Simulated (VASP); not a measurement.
MgV3, 4 atoms in the cell. Symmetry: Pm-3m, No. 221, cubic system. The conventional cell has a = 3.903 Å, b = 3.903 Å, c = 3.903 Å, α = 90.00°, β = 90.00°, γ = 90.00°. Within 3.6 Å of V (site symmetry 4/mmm) lie 8 V at 2.76 Å and 4 Mg at 2.76 Å. Within 3.6 Å of Mg (site symmetry m-3m) lie 12 V at 2.76 Å. 

| Property | Result |
| --- | --- |
| Program | VASP 6.6.1 |
| Task | single point |
| Functional | PBE |
| Potentials or basis | VASP PAW PBE potentials, release 64 (V_sv, Mg) |
| Cutoff | 520 eV |
| k mesh | 12 × 12 × 12 |
| Occupations | gaussian, width 0.1 eV |
| Spin | no spin polarisation |
| Dipole correction | no |
| Further INCAR settings | ALGO = Fast; EDIFF = 1e-06; NBANDS = 28 |

Potentials or basis: VASP PAW PBE potentials, release 64 (V_sv, Mg).

Command:

```console
$ cat potpaw_PBE.64/V_sv/POTCAR potpaw_PBE.64/Mg/POTCAR > POTCAR
$ mpirun -np 1 vasp_std > vasp.out
```

Hardware: 1 thread of AMD EPYC 9R45 96-Core Processor (Zen 5), with other jobs on the host.

Q: Estimate the wall time of this run.

A: It took 74 s on 1 thread of AMD EPYC 9R45 96-Core Processor (Zen 5) (shared host), peak memory 0.22 GiB. Counts: scf iterations 17, k points 84.
